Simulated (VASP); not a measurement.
**PbS (rocksalt type): single point with PBE**

PbS (rocksalt type):

```
CELL_PARAMETERS angstrom
0.00000 2.46142 2.46142
2.46142 0.00000 2.46142
2.46142 2.46142 0.00000
ATOMIC_POSITIONS crystal
Pb 0.00000 0.00000 0.00000
S 0.50000 0.50000 0.50000
```

This cell differs from its parent crystal: volume scaled by 0.55.

```
Program             : VASP 6.6.1
Task                : single point
Functional          : PBE
Potentials or basis : VASP PAW PBE potentials, release 64 (Pb_d, S)
Cutoff              : 520 eV
k mesh              : 14 × 14 × 14
Occupations         : fermi-dirac, width 0.1 eV
Spin                : no spin polarisation
```

* Pressure: 107.3 GPa
* Band gap on the k mesh: zero (band 10 reaches 15.55 eV, above the bottom of band 11 at 14.58 eV)

Levels at points of the mesh, in eV from the Fermi level:
```
           k point  band 8  band 9  band 10  band 11  band 12  band 13
(0.00, 0.00, 0.00)   -4.97   -4.97    -3.51     5.57     5.57     5.57
(0.50, 0.00, 0.00)   -3.47   -3.47    -1.18     0.49     0.49     2.60
(0.50, 0.50, 0.00)   -7.83   -7.42    -7.42     1.57     8.21     8.90
```

Run time: 24 s on 1 thread of Intel(R) Xeon(R) 6975P-C (Granite Rapids) (shared host), peak memory 0.19 GiB.

Caveat: spin-orbit coupling is left out, which moves the levels of the heavy elements.
